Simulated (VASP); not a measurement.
Write the native input for VASP 6.6.1 that does the following.

| Property | Result |
| --- | --- |
| Task | electric field gradients |
| Functional | PBE |
| Potentials or basis | VASP PAW PBE potentials, release 64 (O) |
| Cutoff | 520 eV |
| k mesh | 11 × 11 × 8 |
| Occupations | fermi-dirac, width 0.01 eV |
| Spin | no spin polarisation |
| Dipole correction | no |
| Further INCAR settings | ALGO = Normal; EDIFF = 1e-08; NBANDS = 13 |

The structure of O lies in POSCAR:

```
O
1.0
    2.7544840398     -1.7481261840      0.0000000000
    2.7544840398      1.7481261840      0.0000000000
   -2.0035289999      0.0000000000      3.8214986623
O
2
Direct
    0.0640000000      0.0640000000      0.1530000000
    0.9360000000      0.9360000000      0.8470000000
```

These files were run (other wordings do the same):

INCAR

```
SYSTEM = O
  PREC = Accurate
  ENCUT = 520
  EDIFF = 1E-8
  ISMEAR = -1
  SIGMA = 0.01
  LREAL = .FALSE.
  LASPH = .TRUE.
  NELM = 80
  ALGO = Normal
  ISIF = 2
  LWAVE = .FALSE.
  LCHARG = .FALSE.
  GGA = PE
  LEFG = .TRUE.
  NBANDS = 13
```

KPOINTS

```
regular mesh
0
G
  11 11 8
  0 0 0
```

Potentials or basis: VASP PAW PBE potentials, release 64 (O).

Command:

```console
$ cat potpaw_PBE.64/O/POTCAR > POTCAR
$ mpirun -np 1 vasp_std > vasp.out
```

It gave:

* Pressure: 6.2 GPa
* Largest force: 5.330 eV/Å
* Band gap on the k mesh: zero (bands 6 and 7 overlap by 0.53 eV)
* Largest electric field gradient by atom: O +121.5 V/Å²

Caveat: the standard files for N, O and F lose accuracy on very short bonds; spin is off for a triplet molecule; the stress differs along the axes, from -5 to 27 GPa; this functional lacks dispersion, which holds the molecules together, so the pressure and a relaxed volume are unreliable; without QUAD_EFG the Cq values of the log hold for a quadrupole moment of 1 mb, not for the nuclei; forces of over 1 eV/Å act on the atoms, so gaps and moduli don't describe the material at rest.

It took 120 s on 1 thread of Oxide Virtual Turin-like Processor, with other jobs on the host, peak memory 0.18 GiB.
